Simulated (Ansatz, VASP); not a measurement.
## One calculation of Ti, two programs

```
CELL_PARAMETERS angstrom
0.00000 2.00970 2.03000
2.00970 0.00000 2.03000
2.00970 2.00970 0.00000
ATOMIC_POSITIONS crystal
Ti 0.00000 0.00000 0.00000
```

Change from the starting cell: equal xx and yy strain of -1 %, crystal datasets.

Alike in both runs: task electric field gradients; functional PBE; k mesh 15 × 15 × 15; occupations fermi-dirac, width 0.05 eV; no spin polarisation.

```csv
,VASP,Ansatz
version,VASP 6.6.1,Ansatz 0.2.0
potentials or method,"VASP PAW PBE potentials, release 64 (Ti_sv), cutoff 400 eV","all-electron PAW with datasets made for the crystal, scalar-relativistic"
```

VASP gave:

```
pressure (GPa)                                                : 5.9
traceless stress, the component that is largest in VASP (GPa) : -0.27
size of Vzz on the site where it differs most (V/Å²)          : 0.9
```

Q: Which values does Ansatz return?

A: Pressure (GPa): 7.0; traceless stress, the component that is largest in VASP (GPa): -0.26; size of Vzz on the site where it differs most (V/Å²): 0.9.

Ansatz ran all-electron here, and VASP with PAW potentials.
